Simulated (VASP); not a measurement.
Input of a VASP 6.6.1 run:

Contents of INCAR:

```
SYSTEM = AlB2N3
PREC = Accurate
ENCUT = 520
EDIFF = 1E-6
ISMEAR = 0
SIGMA = 0.1
LREAL = .FALSE.
LASPH = .TRUE.
NELM = 100
ALGO = Normal
ISIF = 2
LWAVE = .FALSE.
LCHARG = .TRUE.
GGA = PE
LELF = .TRUE.
LVHAR = .TRUE.
NBANDS = 36
```

KPOINTS

```
Automatic mesh
0
G
  6 6 4
  0 0 0
```

Contents of POSCAR:

```
AlB2N3
1.0
    4.7548836008      0.0000000000      0.0000000000
   -2.3774418004      4.1178499904      0.0000000000
    0.0000000000      0.0000000000      6.9288155749
Al B N
2 4 6
Direct
    0.3333333333      0.6666666667      0.0000000000
    0.6666666667      0.3333333333      0.0000000000
    0.0000000000      0.0000000000      0.0000000000
    0.6682728383      0.6682728383      0.5000000000
    0.3317271617      0.0000000000      0.5000000000
    0.0000000000      0.3317271617      0.5000000000
    0.3333333333      0.6666666667      0.5000000000
    0.0000000000      0.0000000000      0.5000000000
    0.6666666667      0.3333333333      0.5000000000
    0.7081685943      0.7081685943      0.0000000000
    0.2918314057      0.0000000000      0.0000000000
    0.0000000000      0.2918314057      0.0000000000
```

Potentials or basis: VASP PAW PBE potentials, release 64 (Al, B, N).

Command:

```sh
$ cat potpaw_PBE.64/Al/POTCAR potpaw_PBE.64/B/POTCAR potpaw_PBE.64/N/POTCAR > POTCAR
$ mpirun -np 1 vasp_std > vasp.out
```

(1) Predict the largest force.

(2) Estimate the band gap on the k mesh.

(3) Estimate the pressure.

Results:

(1) 0.035 eV/Å.

(2) 3.11 eV.

(3) 0.2 GPa.
